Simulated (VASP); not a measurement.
Set up this calculation in VASP 6.6.1, as the native input.

```yaml
Task: single point
Functional: PBE
Dispersion: D3(BJ)
Potentials_or_basis: VASP PAW PBE potentials, release 64 (Cd, Se)
Cutoff: 520 eV
k_mesh: 7 × 7 × 4
Occupations: fermi-dirac, width 0.05 eV
Spin: no spin polarisation
Dipole_correction: no
Further_INCAR_settings: ALGO = Normal; EDIFF = 1e-06; NBANDS = 26
```

The structure of CdSe lies in POSCAR:

```
CdSe
1.0
    4.3000000000      0.0000000000      0.0000000000
   -2.1500000000      3.7239092363      0.0000000000
    0.0000000000      0.0000000000      7.0200000000
Cd Se
2 2
Direct
    0.6666666667      0.3333333333      0.5000000000
    0.3333333333      0.6666666667      0.0000000000
    0.6666666667      0.3333333333      0.8850000000
    0.3333333333      0.6666666667      0.3850000000
```

These files were run (other wordings do the same):

INCAR

```
SYSTEM = CdSe
ALGO = Normal
EDIFF = 1E-6
ENCUT = 520
GGA = PE
ISIF = 2
ISMEAR = -1
IVDW = 12
LASPH = .True.
LCHARG = .False.
LREAL = .False.
LWAVE = .False.
NBANDS = 26
NELM = 60
PREC = Accurate
SIGMA = 0.05
```

KPOINTS

```
k-points
0
Gamma
  7 7 4
  0 0 0
```

Potentials or basis: VASP PAW PBE potentials, release 64 (Cd, Se).

Run with:

```console
$ cat potpaw_PBE.64/Cd/POTCAR potpaw_PBE.64/Se/POTCAR > POTCAR
$ mpirun -np 1 vasp_std > vasp.out
```

Results of the run:

```yaml
Pressure: 1.3 GPa
Largest_force: 0.293 eV/Å
Band_gap_on_the_k_mesh: 0.70 eV
Dispersion_energy_per_atom: -0.319 eV
```

Wall time 93 s on 1 thread of AMD EPYC 7R13, with other jobs on the host, peak memory 0.23 GiB.
